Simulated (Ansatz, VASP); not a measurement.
## Li2O in VASP and in Ansatz

```
Li O
1.0
     0.00000    2.35055    2.35055
     2.35055    0.00000    2.35055
     2.35055    2.35055    0.00000
Li O
2 1
Cartesian
  1.1753 1.1753 1.1753
  3.5258 3.5258 3.5258
  0.0000 0.0000 0.0000
```

Alike in both runs: task single point; functional BLYP; k mesh 8 × 8 × 8; occupations gaussian, width 0.05 eV; no spin polarisation.

```csv
,VASP,Ansatz
version,VASP 6.6.1,Ansatz 0.2.0
potentials or method,"VASP PAW PBE potentials, release 64 (Li_sv, O), cutoff 750 eV","scalar-relativistic, plane waves, PAW"
valence electrons in the cell,12,12
```

|  | VASP | Ansatz | Ansatz less VASP |
| --- | --- | --- | --- |
| gap on the k mesh at the Fermi level (eV) | 5.20 | 5.21 | +0.010 |
| least direct gap on the mesh (eV) | 5.23 | 5.22 | -0.009 |
| pressure (GPa) | -3.0 | -2.8 | +0.16 |

VASP's potentials were made for PBE, not for BLYP.
